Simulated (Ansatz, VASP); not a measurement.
## One calculation of Y, two programs

INCAR

```
ALGO = Normal
EDIFF = 1E-7
EDIFFG = -0.01
ENCUT = 600
GGA = PE
IBRION = 2
ISIF = 3
ISMEAR = -1
ISPIN = 2
LASPH = T
LCHARG = F
LMAXMIX = 4
LORBIT = 11
LREAL = F
LWAVE = F
MAGMOM = 1
NELM = 150
NSW = 80
PREC = Accurate
SIGMA = 0.05
```

File KPOINTS:

```
k-points
0
Gamma
  11 11 11
```

POSCAR

```
Y
1.0
   -2.0208580385      2.0208580385      2.0208580385
    2.0208580385     -2.0208580385      2.0208580385
    2.0208580385      2.0208580385     -2.0208580385
Y
1
Direct
    0.0000000000      0.0000000000      0.0000000000
```

Input for Ansatz:

```yaml
crystal:
  lattice:
    - [-2.0208580385, 2.0208580385, 2.0208580385]
    - [2.0208580385, -2.0208580385, 2.0208580385]
    - [2.0208580385, 2.0208580385, -2.0208580385]
  atoms:
    - { symbol: "Y", position: [0.0, 0.0, 0.0], spin: 1.0 }
hamiltonian:
  xc: pbe
  pseudopotentials:
    kind: paw
    azcp:
      "Y": "pseudopotentials/Y.paw.azcp"
basis:
  ecutwfc: 420
  fft_grid_basis: typed
kpoints:
  mp_grid: { grid: [11, 11, 11], shift: [0, 0, 0] }
magnetization:
  spin_polarized: true
scf:
  occupations: { method: fermi_dirac, width: 0.05 }
relax:
  max_steps: 60
  f_tol: 0.01
  cell: {}
```

Alike in both runs: task relaxation of cell and atoms; functional PBE; k mesh 11 × 11 × 11; occupations fermi-dirac, width 0.05 eV; collinear spin.

```csv
,VASP,Ansatz
version,VASP 6.6.1,Ansatz 0.2.0
potentials or method,"VASP PAW PBE potentials, release 64 (Y_sv), cutoff 600 eV","plane waves (420 eV) with PAW, scalar-relativistic"
valence electrons in the cell,11,11
```

|  | VASP | Ansatz | Ansatz less VASP |
| --- | --- | --- | --- |
| net moment per atom (μB) | 0.00 | 0.00 | -0.001 |
| relaxed volume (Å³/atom) | 32.93 | 33.01 | +0.080 |
| relaxed length of the cell vector where the two differ most in proportion (Å) | 3.497 | 3.500 | +0.0028 |

Ansatz's warnings: seeded moment not kept.
